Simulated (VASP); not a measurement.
Runs of VASP 6.6.1 on Zr. The structure is that of space group Im-3m (No. 229), or close to it. The cells are those of the table. This isn't the form of Zr at room conditions, which is hcp.

| task | cell | k mesh | cutoff (eV) | gap on the mesh (eV) | pressure (GPa) |
| --- | --- | --- | --- | --- | --- |
| relaxation of cell and atoms | relaxed from a = 3.116 Å, angles 109.5°, 1 atom | 12 × 12 × 12 | 600 | none | 0.0 |
| single point | a = 3.019 Å, angles 109.5°, 1 atom | 14 × 14 × 14 | 520 | none | (b) |
| single point | a = 2.975 Å, angles 109.5°, 1 atom | 14 × 14 × 14 | 520 | none | 13.3 |
| single point | a = 3.145 Å, angles 109.5°, 1 atom | 14 × 14 × 14 | 520 | none | -3.2 |
| single point | a = 3.062 Å, angles 109.5°, 1 atom | 14 × 14 × 14 | 520 | none | 3.7 |
| single point | a = 3.104 Å, angles 109.5°, 1 atom | 12 × 12 × 12 | 520 | none | 0.0 |
| single point | a = 3.224 Å, angles 109.5°, 1 atom | 14 × 14 × 14 | 520 | none | (a) |
| single point | a = 3.104 Å, angles 109.5°, 1 atom | 14 × 14 × 14 | 520 | none | 0.0 |

Alike in all rows: level r2SCAN; potentials or basis VASP PAW PBE potentials, release 64 (Zr_sv); no spin polarisation; smearing fermi-dirac 0.1 eV.

Problem. Fill in the values left out.

Solution. (a) -8.3; (b) 8.1.

Caveats: the PAW data sets were made with another functional, which shifts forces and pressure a little; the cell stands under pressure (at least some runs); the cell stands under tension (at least some runs).

A k mesh can miss the band edges, and the runs leave out spin-orbit coupling on Zr.

A gap of «none» marks levels without a gap at the run's occupations.
